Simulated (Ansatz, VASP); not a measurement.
Two plane-wave programs on ZrB2

```
Zr B
1.0
     3.17103    0.00000    0.00000
    -1.58551    2.74619    0.00000
     0.00000    0.00000    3.54233
Zr B
1 2
Cartesian
  0.0000 0.0000 0.0000
  0.0000 1.8308 1.7712
  1.5855 0.9154 1.7712
```

Alike in both runs: functional PBE; k mesh 15 × 15 × 12; occupations gaussian, width 0.1 eV; no spin polarisation.

Ansatz relaxed the structure, and its values are those at the end. VASP's run is a single point on that final structure, the one shown.

|  | VASP | Ansatz |
| --- | --- | --- |
| version | VASP 6.6.1 | Ansatz 0.2.0 |
| potentials or method | VASP PAW PBE potentials, release 64 (Zr_sv, B), cutoff 520 eV | scalar-relativistic, plane waves, PAW |
| valence electrons in the cell | 18 | 18 |

Ansatz gave:

| Quantity | Value |
| --- | --- |
| gap on the k mesh at the Fermi level (eV) | none |
| pressure (GPa) | 0.0 |

Question: Estimate VASP's values.

Answer: gap on the k mesh at the Fermi level (eV): none; pressure (GPa): 0.1.

A gap of «none» marks a metal or a gap that the smearing closes.
